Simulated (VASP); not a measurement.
Bi: single point with r2SCAN

The system is Bi.

```
Bi
1.0
    -4.35891    4.35891    2.02346
     4.35891   -4.35891    2.02346
     4.35891    4.35891   -2.02346
Bi
4
Direct
  0.14566 0.35434 0.50000
  0.85434 0.64566 0.50000
  0.64566 0.14566 0.79131
  0.35434 0.85434 0.20869
```

```json
{
 "Program": "VASP 6.6.1",
 "Task": "single point",
 "Functional": "r2SCAN",
 "Potentials or basis": "VASP PAW PBE potentials, release 64 (Bi_d)",
 "Cutoff": "520 eV",
 "k mesh": "7 × 7 × 7",
 "Occupations": "fermi-dirac, width 0.05 eV",
 "Spin": "no spin polarisation",
 "Dipole correction": "no",
 "Further INCAR settings": "ALGO = Normal; EDIFF = 1e-07; NBANDS = 38"
}
```

* Pressure: 2.0 GPa
* Largest force: 0.177 eV/Å
* Band gap on the k mesh: zero (bands 30 and 31 overlap by 1.76 eV)

Forces on the atoms (eV/Å):
```
Bi  -0.125  0.125  0.000
Bi   0.125 -0.125  0.000
Bi   0.125  0.125  0.000
Bi  -0.125 -0.125  0.000
```

Stress tensor (GPa, compression positive):
```
1.60 0.00 0.00
0.00 1.60 0.00
0.00 0.00 2.65
```

Levels at points of the mesh, in eV from the Fermi level:
```csv
k point,band 28,band 29,band 30,band 31,band 32,band 33
"(0.00, 0.00, 0.00)",-1.32,-0.73,-0.28,-0.12,-0.12,3.21
```

It took 20 min on 1 thread of Oxide Virtual Turin-like Processor, with other jobs on the host, peak memory 0.42 GiB.

Caveat: the PAW data sets were made with another functional, which shifts forces and pressure a little; spin-orbit coupling is left out, which moves the levels of the heavy elements.
